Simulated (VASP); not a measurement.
# Mo (Fm-3m) in VASP: notebook, part 2 of 2

VASP 6.6.1. Earlier steps stand in the parts before.

### Step 4. Single point, PBE

INCAR

```
SYSTEM = Mo
ALGO = Normal
EDIFF = 1E-6
ENCUT = 520
GGA = PE
ISIF = 2
ISMEAR = 0
LASPH = .True.
LCHARG = .False.
LREAL = .False.
LWAVE = .False.
NBANDS = 13
NELM = 100
PREC = Accurate
SIGMA = 0.15
```

KPOINTS

```
k-points
0
Gamma
  22 22 22
  0 0 0
```

POSCAR

```
Mo
1.0
    0.0000000000      2.0010280217      2.0010280217
    2.0010280217      0.0000000000      2.0010280217
    2.0010280217      2.0010280217      0.0000000000
Mo
1
Direct
    0.0000000000      0.0000000000      0.0000000000
```

Potentials or basis: VASP PAW PBE potentials, release 64 (Mo_sv).

Started as:

```bash
$ cat potpaw_PBE.64/Mo_sv/POTCAR > POTCAR
$ mpirun -np 1 vasp_std > vasp.out
```

OUTCAR:

```text
SYSTEM = Mo
   EDIFF = 1E-6
   ENCUT = 520
   GGA = PE
   ISIF = 2
   ISMEAR = 0
   LASPH = .True.
   LREAL = .False.
   NELM = 100
   PREC = Accurate

 ion  position               nearest neighbor table
   1  0.000  0.000  0.000-

  LATTYP: Found a face centered cubic cell.
 ALAT       =     4.0020560434

  Lattice vectors:

 A1 = (   0.0000000000,   2.0010280217,   2.0010280217)
 A2 = (   2.0010280217,   0.0000000000,   2.0010280217)
 A3 = (   2.0010280217,   2.0010280217,   0.0000000000)
[... 554 lines left out ...]
      4     -22.4379      2.00000
      5       7.2632      2.00000
      6      10.8165      2.00000
      7      10.9598      2.00000
      8      13.0193      0.00000
      9      15.6683      0.00000
     10      16.1071      0.00000
     11      22.9089      0.00000
     12      24.8363      0.00000
     13      30.7522      0.00000

 [... further k-points ...]
[... 5 lines left out ...]
  --------------------------------------------------------------------------------------
  -------------------------------------------------------------------------------------
  Total        0.0465246      0.0465246      0.0465246      0.0000000      0.0000000      0.0000000
  in kB        4.6516180      4.6516180      4.6516180      0.0000000      0.0000000      0.0000000
  external PRESSURE =       4.6516180 kB  Pullay stress =       0.0000000 kB

 VOLUME and BASIS-vectors are now :
 -----------------------------------------------------------------------------
  energy-cutoff  :      520.00
  volume of cell :       16.02
      direct lattice vectors                 reciprocal lattice vectors
     0.000000000  2.001028022  2.001028022    -0.249871563  0.249871563  0.249871563
     2.001028022  0.000000000  2.001028022     0.249871563 -0.249871563  0.249871563
     2.001028022  2.001028022  0.000000000     0.249871563  0.249871563 -0.249871563

 POSITION                                       TOTAL-FORCE (eV/Angst)
 -----------------------------------------------------------------------------------
      0.00000      0.00000      0.00000         0.000000      0.000000      0.000000
 -----------------------------------------------------------------------------------
    total drift:                               -0.000000      0.000000      0.000000

  FREE ENERGIE OF THE ION-ELECTRON SYSTEM (eV)
  ---------------------------------------------------
  free  energy   TOTEN  =       -10.5196753054 eV

  energy  without entropy=      -10.5053626815  energy(sigma->0) =      -10.51251899
```

Run time: 33 s. Hardware: 1 thread of Intel Xeon Platinum 8259CL at 2.50GHz (Skylake/Cascade Lake), shared host; peak memory 0.19 GiB.

Results:

- Free energy: -10.5197 eV
- Pressure: 0.5 GPa
- Band gap on the k mesh: zero (band 7 reaches 15.77 eV, above the bottom of band 8 at 11.07 eV)

Levels at points of the mesh, in eV from the Fermi level:
| k point | band 5 | band 6 | band 7 | band 8 | band 9 | band 10 |
| --- | --- | --- | --- | --- | --- | --- |
| (0.00, 0.00, 0.00) | -6.73 | -0.71 | -0.71 | -0.71 | 1.97 | 1.97 |
| (0.50, 0.00, 0.00) | -4.60 | -0.89 | -0.89 | 1.55 | 4.02 | 4.02 |
| (0.50, 0.50, 0.00) | -4.95 | -4.27 | 3.98 | 4.02 | 4.61 | 4.61 |

### Step 5. Relaxation of cell and atoms, PBE

This run uses another cell than the first one, of 16.36 Å³/atom, 1.021 times its volume.

INCAR

```
SYSTEM = Mo
PREC     = Accurate       ! precision mode
ENCUT    = 600            ! plane-wave cutoff, eV
EDIFF    = 1E-6           ! SCF threshold, eV
ISMEAR   = 0              ! smearing method
SIGMA    = 0.1            ! smearing width, eV
LREAL    = .FALSE.        ! projectors in reciprocal space
LASPH    = .TRUE.         ! aspherical terms in the spheres
NELM     = 100            ! most SCF steps
ALGO     = Fast           ! electronic algorithm
ISIF     = 3              ! what is computed and relaxed
LWAVE    = .FALSE.        ! write WAVECAR
LCHARG   = .FALSE.        ! write CHGCAR
GGA      = PE             ! functional
IBRION   = 2              ! ionic algorithm
NSW      = 100            ! ionic steps
EDIFFG   = -0.005         ! ionic threshold
```

KPOINTS

```
regular mesh
0
G
  18 18 18
  0 0 0
```

POSCAR

```
Mo
1.0
    0.0000000000      2.0150000000      2.0150000000
    2.0150000000      0.0000000000      2.0150000000
    2.0150000000      2.0150000000      0.0000000000
Mo
1
Direct
    0.0000000000      0.0000000000      0.0000000000
```

Started as:

```bash
$ cat potpaw_PBE.64/Mo_sv/POTCAR > POTCAR
$ mpirun -np 1 vasp_std > vasp.out
```

Run time: 80 s. Hardware: 1 thread of Intel Xeon Platinum 8259CL at 2.50GHz (Skylake/Cascade Lake), shared host; peak memory 0.18 GiB.

Results (log left out):

* Free energy: -10.5165 eV
* Relaxed volume: 16.06 Å³/atom
* Relaxed cell: a = 2.832 Å, b = 2.832 Å, c = 2.832 Å, α = 60.00°, β = 60.00°, γ = 60.00°
* Space group after relaxing (to 0.05 Å): Fm-3m (No. 225)
* Energy gained by relaxing: 4.4 meV/atom
* Ionic steps: 5
* Pressure after relaxing: 0.0 GPa
* Band gap on the k mesh: zero (band 7 reaches 15.72 eV, above the bottom of band 8 at 11.04 eV)

The path:
```tsv
step	energy change (eV)	largest force (eV/Å)	pressure (GPa)	volume (Å³)
1	0.0000	0.0000	-4.43	16.36
2	0.0229	0.0000	12.62	15.31
3	-0.0044	0.0000	-0.05	16.05
4	-0.0044	0.0000	0.09	16.04
5	-0.0044	0.0000	0.01	16.06
```

Final structure:
```
Mo
1.0
     0.00000    2.00259    2.00259
     2.00259    0.00000    2.00259
     2.00259    2.00259    0.00000
Mo
1
Direct
  0.00000 0.00000 0.00000
```

Levels at points of the mesh, in eV from the Fermi level:
```tsv
k point	band 4	band 5	band 6	band 7	band 8	band 9	band 10	band 11
(0.00, 0.00, 0.00)	-34.05	-6.71	-0.69	-0.69	-0.69	1.97	1.97	13.11
(0.50, 0.00, 0.00)	-34.22	-4.57	-0.88	-0.88	1.56	4.02	4.02	11.08
(0.50, 0.50, 0.00)	-34.51	-4.92	-4.24	3.98	4.03	4.61	4.61	12.47
```

### Step 6. Summary

```csv
task,cell,k mesh,cutoff (eV),smearing,gap on the mesh (eV),pressure (GPa)
single point,"a = 2.830 Å, angles 60.0°, 1 atom",18 × 18 × 18,520,gaussian 0.1 eV,none,0.5
single point,"a = 2.830 Å, angles 60.0°, 1 atom",20 × 20 × 20,520,gaussian 0.15 eV,none,0.6
single point,"a = 2.830 Å, angles 60.0°, 1 atom",22 × 22 × 22,520,gaussian 0.15 eV,none,0.5
relaxation of cell and atoms,"relaxed from a = 2.850 Å, angles 60.0°, 1 atom",18 × 18 × 18,600,gaussian 0.1 eV,none,0.0
```

Alike in all rows: level PBE; potentials or basis VASP PAW PBE potentials, release 64 (Mo_sv); no spin polarisation.

Every run on the cell as given and a fine mesh finds a metal.

Absolute energies hang on the potentials; compare differences alone.
